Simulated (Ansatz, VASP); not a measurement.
**Rb in VASP and in Ansatz**

INCAR

```
PREC = Accurate ; ENCUT = 520
EDIFF = 1E-6 ; ISMEAR = 0
SIGMA = 0.1 ; LREAL = F
LASPH = T ; NELM = 60
ALGO = Normal ; ISIF = 2
LWAVE = F ; LCHARG = T
GGA = PE ; LELF = T
LVHAR = T ; NBANDS = 10
```

File KPOINTS:

```
Automatic mesh
0
Gamma
  10 10 10
```

File POSCAR:

```
Rb
1.0
   -2.8906137385      2.8906137385      2.8906137385
    2.8906137385     -2.8906137385      2.8906137385
    2.8906137385      2.8906137385     -2.8906137385
Rb
1
Direct
    0.0000000000      0.0000000000      0.0000000000
```

Input for Ansatz:

```yaml
crystal:
  lattice:
    - [-2.8906137385, 2.8906137385, 2.8906137385]
    - [2.8906137385, -2.8906137385, 2.8906137385]
    - [2.8906137385, 2.8906137385, -2.8906137385]
  atoms:
    - { symbol: Rb, position: [0.0, 0.0, 0.0] }
basis:
  ecutwfc: 420
kpoints:
  mp_grid: { grid: [10, 10, 10] }
hamiltonian:
  xc: pbe
scf:
  occupations: { method: gaussian, width: 0.1 }
output:
  forces: true
  stress: true
  eigenvalues: true
```

Alike in both runs: task single point; functional PBE; k mesh 10 × 10 × 10; occupations gaussian, width 0.1 eV; no spin polarisation.

|  | VASP | Ansatz |
| --- | --- | --- |
| version | VASP 6.6.1 | Ansatz 0.2.0 |
| potentials or method | VASP PAW PBE potentials, release 64 (Rb_sv), cutoff 520 eV | scalar-relativistic, plane waves, PAW |
| valence electrons in the cell | 9 | 9 |

```csv
,VASP,Ansatz,Ansatz less VASP
gap on the k mesh at the Fermi level (eV),none,none,-
pressure (GPa),-0.1,-0.1,0.00
```

A gap of «none» marks a metal or a gap that the smearing closes.
